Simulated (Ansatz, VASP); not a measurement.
**Two plane-wave programs on H6C2O**

File POSCAR:

```
H6C2O
1.0
    7.2936330000      0.0000000000      0.0000000000
    0.0000000000      7.2936330000      0.0000000000
    0.0000000000      0.0000000000      7.2936330000
C O H
8 4 24
Direct
    0.3471635000      0.0855864000      0.3629539000
    0.3917086000      0.2637978000      0.4590148000
    0.7468520000      0.8942065000      0.9532156000
    0.6275688000      1.0418567000      0.8698956000
    0.8166552000      0.1461863000      0.3740252000
    0.8325310000      0.2831403000      0.2192258000
    0.2963641000      0.5134400000     -0.0778867000
    0.3255774000      0.6075296000      0.1045003000
    0.2299816000      0.3737602000      0.4542143000
    0.4636441000      0.9551100000      0.8076536000
    0.9645722000      0.2126052000      0.0932881000
    0.2135678000      0.7679162000      0.1051184000
    0.2573723000      0.4886701000      0.5157030000
    0.4344066000      0.2369372000      0.6010408000
    0.5060588000      0.3330823000      0.3894470000
    0.4663730000     -0.0052926000      0.3620279000
    0.2343427000      0.0164583000      0.4329449000
    0.3059099000      0.1124893000      0.2216020000
    0.3860953000      1.0490623000      0.7538530000
    0.5968132000      1.1478153000      0.9725740000
    0.6998356000      1.1086980000      0.7557652000
    0.8754302000      0.9523159000      1.0038287000
    0.6752777000      0.8287986000      1.0672547000
    0.7781780000      0.7897277000      0.8507030000
    0.9756692000      0.2998212000     -0.0067398000
    0.6987408000      0.3015817000      0.1523221000
    0.8754867000      0.4172970000      0.2728241000
    0.7168652000      0.1926396000      0.4757837000
    0.7728685000      0.0133726000      0.3206472000
    0.9494047000      0.1289506000      0.4410063000
    0.2314892000      0.8293049000      0.2219329000
    0.2877781000      0.5149754000      0.2172874000
    0.4709736000      0.6432822000      0.1217539000
    0.3790038000      0.3887029000     -0.0869452000
    0.1520976000      0.4770253000     -0.0942304000
    0.3350758000      0.6051799000     -0.1896506000
```

The input INCAR.step1:

```
ALGO = Normal
EDIFF = 1E-4
ENCUT = 520
GGA = PE
ISMEAR = -1
LASPH = T
LCHARG = F
LREAL = Auto
LWAVE = T
NELM = 60
PREC = Accurate
SIGMA = 0.02
```

The input INCAR.step2:

```
ALGO = Normal
EDIFF = 1E-6
EDIFFG = -0.3
ENCUT = 520
IBRION = 2
ISIF = 2
ISMEAR = -1
ISTART = 1
LASPH = T
LCHARG = F
LMIXTAU = T
LREAL = Auto
LWAVE = F
METAGGA = R2SCAN
NELM = 60
NSW = 35
PREC = Accurate
SIGMA = 0.02
```

KPOINTS

```
k-points
0
Gamma
  1 1 1
```

Input for Ansatz:

```yaml
crystal:
  lattice:
    - [7.293633, 0.0, 0.0]
    - [0.0, 7.293633, 0.0]
    - [0.0, 0.0, 7.293633]
  atoms:
    - { symbol: C, position: [0.3471635, 0.0855864, 0.3629539] }
    - { symbol: C, position: [0.3917086, 0.2637978, 0.4590148] }
    - { symbol: O, position: [0.2299816, 0.3737602, 0.4542143] }
    - { symbol: H, position: [0.2573723, 0.4886701, 0.515703] }
    - { symbol: H, position: [0.4344066, 0.2369372, 0.6010408] }
    - { symbol: H, position: [0.5060588, 0.3330823, 0.389447] }
    - { symbol: H, position: [0.466373, -0.0052926, 0.3620279] }
    - { symbol: H, position: [0.2343427, 0.0164583, 0.4329449] }
    - { symbol: H, position: [0.3059099, 0.1124893, 0.221602] }
    - { symbol: C, position: [0.746852, 0.8942065, 0.9532156] }
    - { symbol: C, position: [0.6275688, 1.0418567, 0.8698956] }
    - { symbol: O, position: [0.4636441, 0.95511, 0.8076536] }
    - { symbol: H, position: [0.3860953, 1.0490623, 0.753853] }
    - { symbol: H, position: [0.5968132, 1.1478153, 0.972574] }
    - { symbol: H, position: [0.6998356, 1.108698, 0.7557652] }
    - { symbol: H, position: [0.8754302, 0.9523159, 1.0038287] }
    - { symbol: H, position: [0.6752777, 0.8287986, 1.0672547] }
    - { symbol: H, position: [0.778178, 0.7897277, 0.850703] }
    - { symbol: C, position: [0.8166552, 0.1461863, 0.3740252] }
    - { symbol: C, position: [0.832531, 0.2831403, 0.2192258] }
    - { symbol: O, position: [0.9645722, 0.2126052, 0.0932881] }
    - { symbol: H, position: [0.9756692, 0.2998212, -0.0067398] }
    - { symbol: H, position: [0.6987408, 0.3015817, 0.1523221] }
    - { symbol: H, position: [0.8754867, 0.417297, 0.2728241] }
    - { symbol: H, position: [0.7168652, 0.1926396, 0.4757837] }
    - { symbol: H, position: [0.7728685, 0.0133726, 0.3206472] }
    - { symbol: H, position: [0.9494047, 0.1289506, 0.4410063] }
    - { symbol: C, position: [0.2963641, 0.51344, -0.0778867] }
    - { symbol: C, position: [0.3255774, 0.6075296, 0.1045003] }
    - { symbol: O, position: [0.2135678, 0.7679162, 0.1051184] }
    - { symbol: H, position: [0.2314892, 0.8293049, 0.2219329] }
    - { symbol: H, position: [0.2877781, 0.5149754, 0.2172874] }
    - { symbol: H, position: [0.4709736, 0.6432822, 0.1217539] }
    - { symbol: H, position: [0.3790038, 0.3887029, -0.0869452] }
    - { symbol: H, position: [0.1520976, 0.4770253, -0.0942304] }
    - { symbol: H, position: [0.3350758, 0.6051799, -0.1896506] }
basis:
  ecutwfc: 500.0
kpoints:
  mp_grid: { grid: [1, 1, 1] }
hamiltonian:
  xc: r2scan
scf:
  occupations: { method: fermi_dirac, width: 0.02 }
  lower_state_search: "off"
relax:
  f_tol: 0.3
  max_steps: 15
  adjacent_minimum: "off"
output:
  write_density: true
  write_potential: true
  elf: true
  volumetric_format: npy
```

Alike in both runs: task relaxation of the atoms; functional r2SCAN; k mesh 1 × 1 × 1; occupations fermi-dirac, width 0.02 eV; no spin polarisation.

```csv
,VASP,Ansatz
version,VASP 6.6.1,Ansatz 0.2.0
potentials or method,"VASP PAW PBE potentials, release 64 (C, O, H), cutoff 520 eV","scalar-relativistic, plane waves, PAW"
valence electrons in the cell,80,80
```

|  | VASP | Ansatz | Ansatz less VASP |
| --- | --- | --- | --- |
| gap on the k mesh at the Fermi level, each at its own relaxed structure (eV) | 5.14 | 5.37 | +0.231 |

VASP's potentials were made for PBE, not for r2SCAN. Ansatz's warnings: xc potential rough in thin density.
